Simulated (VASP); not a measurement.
The system is Ge.

```xyz
2
Lattice="0.0000 2.8288 2.8288 2.8288 0.0000 2.8288 2.8288 2.8288 0.0000" Properties=species:S:1:pos:R:3 pbc="T T T"
Ge    2.8288    2.8288    2.8288
Ge    4.2432    4.2432    4.2432
```

Base run:

| Quantity | Value |
| --- | --- |
| Program | VASP 6.6.1 |
| Functional | PBE |
| Potentials or basis | VASP PAW PBE potentials, release 64 (Ge_d) |
| Cutoff | 520 eV |
| k mesh | 6 × 6 × 6 |
| Occupations | fermi-dirac, width 0.05 eV |
| Spin | no spin polarisation |

Its results: pressure 3.6 GPa.

**Question.** After a change of settings the same cell gave: pressure 5.8 GPa. Which change was it?
A. k mesh from 6 × 6 × 6 to 3 × 3 × 3
B. k mesh from 6 × 6 × 6 to 8 × 8 × 8
C. k mesh from 6 × 6 × 6 to 15 × 15 × 15

**Answer.** A.

Caveats: some runs use coarse meshes.
